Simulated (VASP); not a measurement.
Set up this calculation in VASP 6.6.1, as the native input.

| Quantity | Value |
| --- | --- |
| Task | relaxation of the atoms |
| Functional | PBE |
| Potentials or basis | VASP PAW PBE potentials, release 64 (Sn_d, O) |
| Cutoff | 520 eV |
| k mesh | 6 × 6 × 8 |
| Occupations | gaussian, width 0.02 eV |
| Spin | no spin polarisation |
| Dipole correction | no |
| Further INCAR settings | ALGO = Normal; EDIFF = 1e-07; IBRION = 2; EDIFFG = -0.008; NSW = 60 |

The structure of SnO2 lies in POSCAR:

```
SnO2
1.0
    4.8271903440      0.0000000000      0.0000000000
    0.0000000000      4.8271903440      0.0000000000
    0.2914337027      0.0000000000      3.2381522517
Sn O
2 4
Direct
    0.5000000000      0.5000000000      0.5000000000
    0.0000000000      0.0000000000      0.0000000000
    0.1956178045      0.8084423283      0.4929638125
    0.8043821955      0.1915576717      0.5070361875
    0.3043821955      0.3084423283      0.0070361875
    0.6956178045      0.6915576717     -0.0070361875
```

This cell differs from its parent crystal: shear of c along a, cell held: +9.0 %.

These files were run (other wordings do the same):

INCAR

```
SYSTEM = SnO2
  PREC = Accurate
  ENCUT = 520
  EDIFF = 1E-7
  ISMEAR = 0
  SIGMA = 0.02
  LREAL = .False.
  LASPH = .True.
  NELM = 120
  ALGO = Normal
  ISIF = 2
  LWAVE = .False.
  LCHARG = .False.
  GGA = PE
  IBRION = 2
  NSW = 60
  EDIFFG = -0.008
  GGA_COMPAT = .False.
  NELMIN = 4
  KPAR = 4
```

KPOINTS

```
Automatic mesh
0
Gamma
  6 6 8
  0 0 0
```

Potentials or basis: VASP PAW PBE potentials, release 64 (Sn_d, O).

Command:

```console
$ cat potpaw_PBE.64/Sn_d/POTCAR potpaw_PBE.64/O/POTCAR > POTCAR
$ mpirun -np 4 vasp_std > vasp.out
```

It gave:

| Quantity | Value |
| --- | --- |
| Energy gained by relaxing | 0.7 meV/atom |
| Ionic steps | 11 |
| Pressure after relaxing | 0.6 GPa |
| Largest force after relaxing | 0.006 eV/Å |
| Band gap on the k mesh | 0.64 eV |

Caveat: the cell differs from its parent crystal (shear of c along a, cell held: +9.0 %); semilocal functionals underestimate gaps, and a narrow one can read as zero; spin-orbit coupling is left out, which moves the levels of the heavy elements.

Run time: 120 s on 4 MPI ranks on Intel(R) Xeon(R) 6975P-C (Granite Rapids), on a shared host, peak memory 0.31 GiB a rank.
